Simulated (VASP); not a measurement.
# Mg6SeS (Pm-3) in VASP: single point with PBE

Aim: the single point of Mg6SeS with PBE.

All numbers are computed with VASP 6.6.1; they aren't measurements. Logs are shortened: lines on timing, memory, paths and dates and some standing lists are left out, and cuts for length are marked.

### 1 The cell of the first run

Symmetry: Pm-3, No. 200, cubic system. Conventional cell: a = 5.465 Å, b = 5.465 Å, c = 5.465 Å, α = 90.00°, β = 90.00°, γ = 90.00°. Mg (site symmetry mm2) has 10 Mg at 2.69 to 3.35 Å and 2 S at 3.05 Å and 2 Se at 3.06 Å within 3.6 Å. Se (site symmetry m-3) has 12 Mg at 3.06 Å within 4.0 Å. S (site symmetry m-3) has 12 Mg at 3.05 Å within 4.0 Å.

### 2 Single point, PBE

The input, INCAR:

```
SYSTEM = Mg6SeS
PREC     = Accurate       ! precision mode
ENCUT    = 520            ! plane-wave cutoff, eV
EDIFF    = 1E-7           ! SCF threshold, eV
ISMEAR   = 0              ! smearing method
SIGMA    = 0.1            ! smearing width, eV
LREAL    = .False.        ! projectors in reciprocal space
LASPH    = .True.         ! aspherical terms in the spheres
NELM     = 60             ! most SCF steps
ALGO     = Normal         ! electronic algorithm
ISIF     = 2              ! what is computed and relaxed
LWAVE    = .False.        ! write WAVECAR
LCHARG   = .True.         ! write CHGCAR
GGA      = PE             ! functional
LELF     = .True.         ! ELF
LVHAR    = .True.       
NBANDS   = 22             ! bands
```

The input, KPOINTS:

```
Automatic mesh
0
Gamma
  4 4 4
  0 0 0
```

The input, POSCAR:

```
Mg6SeS
1.0
    5.4651305800      0.0000000000      0.0000000000
    0.0000000000      5.4651305800      0.0000000000
    0.0000000000      0.0000000000      5.4651305800
Mg Se S
6 1 1
Direct
    0.0000000000      0.5000000000      0.7535505300
    0.5000000000      0.2464494700      0.0000000000
    0.7535505300      0.0000000000      0.5000000000
    0.0000000000      0.5000000000      0.2464494700
    0.5000000000      0.7535505300      0.0000000000
    0.2464494700      0.0000000000      0.5000000000
    0.5000000000      0.5000000000      0.5000000000
    0.0000000000      0.0000000000      0.0000000000
```

Potentials or basis: VASP PAW PBE potentials, release 64 (Mg, Se, S).

The run is started by

```bash
$ cat potpaw_PBE.64/Mg/POTCAR potpaw_PBE.64/Se/POTCAR potpaw_PBE.64/S/POTCAR > POTCAR
$ mpirun -np 1 vasp_std > vasp.out
```

OUTCAR:

```text
SYSTEM = Mg6SeS
   PREC = Accurate
   ENCUT = 520
   EDIFF = 1E-7
   ISMEAR = 0
   LREAL = .False.
   LASPH = .True.
   NELM = 60
   ISIF = 2
   GGA = PE

 ion  position               nearest neighbor table
   1  0.000  0.500  0.754-   4 2.69   4 2.77   8 3.05   8 3.05   7 3.06   7 3.06   2 3.35   5 3.35
                             3 3.35   6 3.35   6 3.35   2 3.35   5 3.35   3 3.35
   2  0.500  0.246  0.000-   5 2.69   5 2.77   8 3.05   8 3.05   7 3.06   7 3.06   3 3.35   4 3.35
                             3 3.35   6 3.35   1 3.35   1 3.35   4 3.35   6 3.35
   3  0.754  0.000  0.500-   6 2.69   6 2.77   8 3.05   8 3.05   7 3.06   7 3.06   4 3.35   2 3.35
                             5 3.35   5 3.35   1 3.35   4 3.35   1 3.35   2 3.35
   4  0.000  0.500  0.246-   1 2.69   1 2.77   8 3.05   8 3.05   7 3.06   7 3.06   2 3.35   3 3.35
                             3 3.35   6 3.35   5 3.35   2 3.35   5 3.35   6 3.35
   5  0.500  0.754  0.000-   2 2.69   2 2.77   8 3.05   8 3.05   7 3.06   7 3.06   3 3.35   3 3.35
                             6 3.35   4 3.35   6 3.35   1 3.35   4 3.35   1 3.35
   6  0.246  0.000  0.500-   3 2.69   3 2.77   8 3.05   8 3.05   7 3.06   7 3.06   2 3.35   1 3.35
                             2 3.35   5 3.35   4 3.35   1 3.35   4 3.35   5 3.35
   7  0.500  0.500  0.500-   1 3.06   2 3.06   3 3.06   4 3.06   5 3.06   6 3.06   2 3.06   5 3.06
                             3 3.06   6 3.06   1 3.06   4 3.06
   8  0.000  0.000  0.000-   1 3.05   2 3.05   3 3.05   4 3.05   5 3.05   6 3.05   3 3.05   6 3.05
                             1 3.05   4 3.05   2 3.05   5 3.05

  LATTYP: Found a simple cubic cell.
 ALAT       =     5.4651305800

  Lattice vectors:

 A1 = (   5.4651305800,   0.0000000000,   0.0000000000)
 A2 = (   0.0000000000,   5.4651305800,   0.0000000000)
 A3 = (   0.0000000000,   0.0000000000,   5.4651305800)

Analysis of symmetry for initial positions (statically):
=====================================================================
 Subroutine PRICEL returns:
 Original cell was already a primitive cell.

 Routine SETGRP: Setting up the symmetry group for a
 simple cubic supercell.

 Subroutine GETGRP returns: Found 24 space group operations
 (whereof 24 operations were pure point group operations)
 out of a pool of 48 trial point group operations.

The static configuration has the point symmetry T_h .

Analysis of symmetry for dynamics (positions and initial velocities):
=====================================================================
 Subroutine PRICEL returns:
 Original cell was already a primitive cell.

 Routine SETGRP: Setting up the symmetry group for a
 simple cubic supercell.

 Subroutine GETGRP returns: Found 24 space group operations
 (whereof 24 operations were pure point group operations)
 out of a pool of 48 trial point group operations.

The dynamic configuration has the point symmetry T_h .

 Subroutine INISYM returns: Found 24 space group operations
 (whereof 24 operations are pure point group operations),
 and found     1 'primitive' translations

----------------------------------------------------------------------------------------

                                     Primitive cell

  volume of cell :     163.2306

  direct lattice vectors                    reciprocal lattice vectors
     5.465130580  0.000000000  0.000000000     0.182978245  0.000000000  0.000000000
     0.000000000  5.465130580  0.000000000     0.000000000  0.182978245  0.000000000
     0.000000000  0.000000000  5.465130580     0.000000000  0.000000000  0.182978245

  length of vectors
     5.465130580  5.465130580  5.465130580     0.182978245  0.182978245  0.182978245

  position of ions in fractional coordinates (direct lattice)
     0.000000000  0.500000000  0.753550530
     0.500000000  0.246449470  0.000000000
     0.753550530  0.000000000  0.500000000
     0.000000000  0.500000000  0.246449470
     0.500000000  0.753550530  0.000000000
     0.246449470  0.000000000  0.500000000
     0.500000000  0.500000000  0.500000000
     0.000000000  0.000000000  0.000000000

  ion indices of the primitive-cell ions
   primitive index   ion index
                 1           1
                 2           2
                 3           3
                 4           4
                 5           5
                 6           6
                 7           7
                 8           8

----------------------------------------------------------------------------------------

 KPOINTS: Automatic mesh

Automatic generation of k-mesh.
 Grid dimensions read from file:
 generate k-points for:    4    4    4

 Generating k-lattice:

  Cartesian coordinates                     Fractional coordinates (reciprocal lattice)
     0.045744561  0.000000000  0.000000000     0.250000000  0.000000000  0.000000000
     0.000000000  0.045744561  0.000000000     0.000000000  0.250000000  0.000000000
     0.000000000  0.000000000  0.045744561     0.000000000  0.000000000  0.250000000

  Length of vectors
     0.045744561  0.045744561  0.045744561

  Shift w.r.t. Gamma in fractional coordinates (k-lattice)
     0.000000000  0.000000000  0.000000000

 Subroutine IBZKPT returns following result:
 ===========================================

 Found     11 irreducible k-points:

 Following reciprocal coordinates:
            Coordinates               Weight
  0.000000  0.000000  0.000000      1.000000
  0.250000  0.000000  0.000000      6.000000
  0.500000  0.000000  0.000000      3.000000
  0.250000  0.250000  0.000000     12.000000
  0.500000  0.250000  0.000000      6.000000
 -0.250000  0.500000  0.000000      6.000000
  0.500000  0.500000  0.000000      3.000000
  0.250000  0.250000  0.250000      8.000000
  0.500000  0.250000  0.250000     12.000000
  0.500000  0.500000  0.250000      6.000000
  0.500000  0.500000  0.500000      1.000000
   k-points           NKPTS =     11   k-points in BZ     NKDIM =     11   number of bands    NBANDS=     22
   number of dos      NEDOS =    301   number of ions     NIONS =      8
   total plane-waves  NPLWV =  74088
   dimension x,y,z NGX =    42 NGY =   42 NGZ =   42
   dimension x,y,z NGXF=    84 NGYF=   84 NGZF=   84
   ions per type =               6   1   1
   NGX,Y,Z   is equivalent  to a cutoff of  12.78, 12.78, 12.78 a.u.
   NGXF,Y,Z  is equivalent  to a cutoff of  25.55, 25.55, 25.55 a.u.
 SYSTEM =  Mg6SeS
   PREC   = accura    normal or accurate (medium, high low for compatibility)
   ISTART =      0    job   : 0-new  1-cont  2-samecut
   ICHARG =      2    charge: 1-file 2-atom 10-const
   ISPIN  =      1    spin polarized calculation?
   LNONCOLLINEAR =      F non collinear calculations
   LSORBIT =      F    spin-orbit coupling
   LASPH  =      T    aspherical Exc in radial PAW
   ENCUT  =  520.0 eV  38.22 Ry    6.18 a.u.  10.16 10.16 10.16*2*pi/ulx,y,z
   NELM   =     60;   NELMIN=  2; NELMDL= -5     # of ELM steps
   EDIFF  = 0.1E-06   stopping-criterion for ELM
   LREAL  =      F    real-space projection
   EDIFFG = 0.1E-05   stopping-criterion for IOM
   NSW    =      0    number of steps for IOM
   IBRION =     -1    ionic relax: 0-MD 1-quasi-New 2-CG
   NFREE  =      0    steps in history (QN), initial steepest desc. (CG)
   ISIF   =      2    stress and relaxation
   ISYM   =      2    0-nonsym 1-usesym 2-fastsym
   POTIM  = 0.5000    time-step for ionic-motion
   TEBEG  =    0.0;   TEEND  =   0.0 temperature during run
   PSTRESS=    0.0 pullay stress
   NELECT =      24.0000    total number of electrons
   NUPDOWN=      -1.0000    fix difference up-down
   EMIN   =  10.00;   EMAX   =-10.00  energy-range for DOS
   EFERMI =   0.00;   METHOD = LEGACY
   ISMEAR =     0;   SIGMA  =   0.10  broadening in eV -4-tet -1-fermi 0-gaus
   EFERMI_NEDOS =   21; number of points for ismear=-14 and -15
   IALGO  =     38    algorithm
   IMIX   =      4    mixing-type and parameters
     AMIX     =   0.40;   BMIX     =  1.00
     AMIX_MAG =   1.60;   BMIX_MAG =  1.00
  volume/ion in A,a.u.               =      20.40       137.69
  Fermi-wavevector in a.u.,A,eV,Ry     =   0.864062  1.632840 10.158143  0.746602
  Thomas-Fermi vector in A             =   1.982103
   LORBIT       =      0    0 simple, 1 ext, 2 COOP (PROOUT), +10 PAW based schemes
   GGA     = PE    functional components
   LHFCALC =     F    Hartree Fock is set to
   AEXX    =    0.0000 exact exchange contribution
   IVDW    =     0    specifies the selected vdW correction
   LEPSILON=     F    determine dielectric tensor
   LRPA    =     F    only Hartree local field effects (RPA)
 non-spin polarized calculation
 Gauss-broadening in eV      SIGMA  =   0.10
  energy-cutoff  :      520.00
  volume of cell :      163.23
 maximum number of plane-waves:      4436
 NGX is ok and might be reduce to    42
   NGX = 21   NGY = 21   NGZ = 21

 number of electron      24.0000003 magnetization

 Free energy of the ion-electron system (eV)
  ---------------------------------------------------
  ext. energy  EPLUGINS =         0.00000000
  ---------------------------------------------------
  free energy    TOTEN  =       -17.36702723 eV

  energy without entropy =      -17.32653762  energy(sigma->0) =      -17.34678243

 E-fermi :   4.0941     XC(G=0):  -9.1461

 val. band max:        4.0766313830   @ k =   0.2500   0.0000   0.0000
 cond. band min:       4.1295578140   @ k =   0.5000   0.5000   0.2500
 fundamental gap:      0.0529264310
 Fermi energy:         4.0940520510

 k-point     1 :       0.0000    0.0000    0.0000
  band No.  band energies     occupation
      1      -9.7154      2.00000
      2      -9.0439      2.00000
      3      -0.8937      2.00000
      4      -0.8937      2.00000
      5      -0.8937      2.00000
      6      -0.3963      2.00000
[... 14 lines left out ...]
     21       7.9987      0.00000
     22       7.9987      0.00000
[... 227 lines left out ...]
  band No.  band energies     occupation
      1      -9.5348      2.00000
      2      -9.0127      2.00000
      3      -1.3041      2.00000
      4      -1.3041      2.00000
      5      -1.3041      2.00000
      6      -1.1603      2.00000
[... 14 lines left out ...]
     21       8.9418      0.00000
     22       8.9431      0.00000

------------------------ aborting loop because EDIFF is reached ----------------------------------------

  FORCE on cell =-STRESS in cart. coord.  units (eV):
  Direction    XX          YY          ZZ          XY          YZ          ZX
  --------------------------------------------------------------------------------------
  -------------------------------------------------------------------------------------
  Total        3.0300501      3.0300501      3.0300501     -0.0000000      0.0000000     -0.0000000
  in kB       29.7412189     29.7412189     29.7412189     -0.0000000      0.0000000     -0.0000000
  external PRESSURE =      29.7412189 kB  Pullay stress =       0.0000000 kB

 VOLUME and BASIS-vectors are now :
 -----------------------------------------------------------------------------
  energy-cutoff  :      520.00
  volume of cell :      163.23
      direct lattice vectors                 reciprocal lattice vectors
     5.465130580  0.000000000  0.000000000     0.182978245  0.000000000  0.000000000
     0.000000000  5.465130580  0.000000000     0.000000000  0.182978245  0.000000000
     0.000000000  0.000000000  5.465130580     0.000000000  0.000000000  0.182978245

 POSITION                                       TOTAL-FORCE (eV/Angst)
 -----------------------------------------------------------------------------------
      0.00000      2.73257      4.11825         0.000000     -0.000000     -0.181651
      2.73257      1.34688      0.00000        -0.000000      0.181651      0.000000
      4.11825      0.00000      2.73257        -0.181651     -0.000000      0.000000
      0.00000      2.73257      1.34688        -0.000000     -0.000000      0.181651
      2.73257      4.11825      0.00000        -0.000000     -0.181651     -0.000000
      1.34688      0.00000      2.73257         0.181651     -0.000000     -0.000000
      2.73257      2.73257      2.73257         0.000000     -0.000000      0.000000
      0.00000      0.00000      0.00000         0.000000     -0.000000      0.000000
 -----------------------------------------------------------------------------------
    total drift:                                0.000000      0.000000     -0.000000

  FREE ENERGIE OF THE ION-ELECTRON SYSTEM (eV)
  ---------------------------------------------------
  free  energy   TOTEN  =       -17.3670272348 eV

  energy  without entropy=      -17.3265376205  energy(sigma->0) =      -17.34678243
```

Run time: 2.1 min. Hardware: 1 thread of AMD EPYC 7R13, shared host; peak memory 0.23 GiB.

Results:

| Quantity | Value |
| --- | --- |
| Free energy | -17.3670 eV |
| Pressure | 3.0 GPa |
| Largest force | 0.182 eV/Å |
| Band gap on the k mesh | zero (band 12 reaches 5.70 eV, above the bottom of band 13 at 4.01 eV) |

Forces in eV/Å, atoms in the order of the input:
```
Mg   0.000  0.000 -0.182
Mg   0.000  0.182  0.000
Mg  -0.182  0.000  0.000
Mg   0.000  0.000  0.182
Mg   0.000 -0.182  0.000
Mg   0.182  0.000  0.000
Se   0.000  0.000  0.000
S    0.000  0.000  0.000
```

Levels at points of the mesh, in eV from the Fermi level:
```tsv
k point	band 8	band 9	band 10	band 11	band 12	band 13	band 14	band 15	band 16	band 17
(0.00, 0.00, 0.00)	-3.53	-3.53	-2.64	-2.64	1.60	1.60	1.96	1.96	1.96	2.03
(0.50, 0.00, 0.00)	-4.23	-1.49	-1.47	-1.30	-1.10	0.74	0.94	1.80	2.09	2.19
(0.50, 0.50, 0.00)	-3.75	-2.70	-2.62	-0.42	0.46	0.71	0.84	1.18	2.53	2.58
(0.50, 0.50, 0.50)	-5.25	0.10	0.10	0.10	0.56	0.56	0.56	1.55	1.74	4.62
```
